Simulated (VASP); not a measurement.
Set up this calculation in VASP 6.6.1, as the native input.

```yaml
Task: single point
Functional: PBE
Potentials_or_basis: VASP PAW PBE potentials, release 64 (Nb_sv, As)
Cutoff: 520 eV
k_mesh: 6 × 6 × 8
Occupations: gaussian, width 0.05 eV
Spin: no spin polarisation
Dipole_correction: no
Further_INCAR_settings: ALGO = Normal; EDIFF = 1e-07; NBANDS = 26
```

The structure of NbAs lies in POSCAR:

```
NbAs
1.0
   -1.7258500000      1.7258500000      5.8400000000
    1.7258500000     -1.7258500000      5.8400000000
    1.7258500000      1.7258500000     -5.8400000000
Nb As
2 2
Direct
    0.5064570000     -0.0011570000      0.5128730000
    0.7511050000      0.7596630000      0.0070210000
    0.8934080000      0.4210190000      0.4965690000
    0.1596040000      0.1701210000      0.0020040000
```

These files were run (other wordings do the same):

INCAR

```
ALGO = Normal
EDIFF = 1E-7
ENCUT = 520
GGA = PE
ISIF = 2
ISMEAR = 0
LASPH = True
LCHARG = False
LREAL = False
LWAVE = False
NBANDS = 26
NELM = 80
PREC = Accurate
SIGMA = 0.05
```

KPOINTS

```
k-points
0
Gamma
  6 6 8
```

Potentials or basis: VASP PAW PBE potentials, release 64 (Nb_sv, As).

The run is started by

```sh
$ cat potpaw_PBE.64/Nb_sv/POTCAR potpaw_PBE.64/As/POTCAR > POTCAR
$ mpirun -np 1 vasp_std > vasp.out
```

It gave:

```yaml
Pressure: 4.2 GPa
Largest_force: 1.556 eV/Å
Band_gap_on_the_k_mesh: zero (bands 18 and 19 overlap by 0.10 eV)
```

Caveat: the cell stands under pressure; forces of over 1 eV/Å act on the atoms, so gaps and moduli don't describe the material at rest.

It took 14 min on 1 thread of AMD EPYC 7R13 Processor (Zen 3), with other jobs on the host, peak memory 0.45 GiB.
